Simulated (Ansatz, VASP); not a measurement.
TaN in VASP and in Ansatz

The input INCAR:

```
SYSTEM = TaN
PREC     = Accurate       ! precision mode
ENCUT    = 520            ! plane-wave cutoff, eV
EDIFF    = 1E-6           ! SCF threshold, eV
ISMEAR   = 0              ! smearing method
SIGMA    = 0.02           ! smearing width, eV
LREAL    = .FALSE.        ! projectors in reciprocal space
LASPH    = .TRUE.         ! aspherical terms in the spheres
NELM     = 60             ! most SCF steps
ALGO     = Normal         ! electronic algorithm
ISIF     = 2              ! what is computed and relaxed
LWAVE    = .FALSE.        ! write WAVECAR
LCHARG   = .FALSE.        ! write CHGCAR
GGA      = PE             ! functional
NBANDS   = 15             ! bands
```

KPOINTS

```
Automatic mesh
0
G
  12 12 8
  0 0 0
```

Contents of POSCAR:

```
TaN
1.0
    3.1432890615      0.0000000000      0.0000000000
   -1.5716445308      2.7221681787      0.0000000000
    0.0000000000      0.0000000000      5.0323740314
Ta N
1 1
Direct
    0.3333333333      0.6666666667      0.8078798455
    0.6666666667      0.3333333333      0.6499118545
```

Input for Ansatz:

```yaml
crystal:
  lattice:
    - [3.1432890615, 0.0, 0.0]
    - [-1.5716445308, 2.7221681787, 0.0]
    - [0.0, 0.0, 5.0323740314]
  atoms:
    - { symbol: Ta, position: [0.3333333333, 0.6666666667, 0.8078798455] }
    - { symbol: "N", position: [0.6666666667, 0.3333333333, 0.6499118545] }
basis:
  ecutwfc: 420
kpoints:
  mp_grid: { grid: [12, 12, 8] }
  band_path:
    path:
      - [[0.0, 0.0, 0.0], [0.5, 0.0, 0.0], [0.33333333, 0.33333333, 0.0], [0.0, 0.0, 0.0], [0.0, 0.0, 0.5], [0.5, 0.0, 0.5], [0.33333333, 0.33333333, 0.5], [0.0, 0.0, 0.5]]
      - [[0.5, 0.0, 0.5], [0.5, 0.0, 0.0]]
      - [[0.33333333, 0.33333333, 0.5], [0.33333333, 0.33333333, 0.0]]
    npoints: 14
hamiltonian:
  xc: pbe
scf:
  occupations: { method: gaussian, width: 0.02 }
  n_extra_bands: 6
output:
  forces: true
  stress: true
  eigenvalues: true
  populations: true
  dos: { projected: true, de: 0.02, nscf_kmesh: { grid: [18, 18, 12] } }
  bader: true
  write_density: true
  write_potential: true
  elf: true
  volumetric_format: npy
```

Alike in both runs: task single point; functional PBE; k mesh 12 × 12 × 8; occupations gaussian, width 0.02 eV; no spin polarisation.

|  | VASP | Ansatz |
| --- | --- | --- |
| version | VASP 6.6.1 | Ansatz 0.2.0 |
| potentials or method | VASP PAW PBE potentials, release 64 (Ta_pv, N), cutoff 520 eV | scalar-relativistic, plane waves, PAW |
| valence electrons in the cell | 16 | 18 |

|  | VASP | Ansatz | Ansatz less VASP |
| --- | --- | --- | --- |
| gap on the k mesh at the Fermi level (eV) | 0.53 | 0.52 | -0.005 |
| least direct gap on the mesh (eV) | 0.63 | 0.63 | -0.006 |
| pressure (GPa) | 0.4 | 0.0 | -0.40 |
| traceless stress, the component that is largest in VASP (GPa) | -0.19 | 0.03 | +0.226 |
| rms of the force components (eV/Å) | 0.043 | 0.001 | -0.0429 |

Atom by atom the forces differ by 0.044 eV/Å (rms over components). VASP's potentials hold 16 valence electrons a cell and Ansatz's 18, so a difference there can come from the potentials and not from the codes.

Spin-orbit coupling is off throughout.
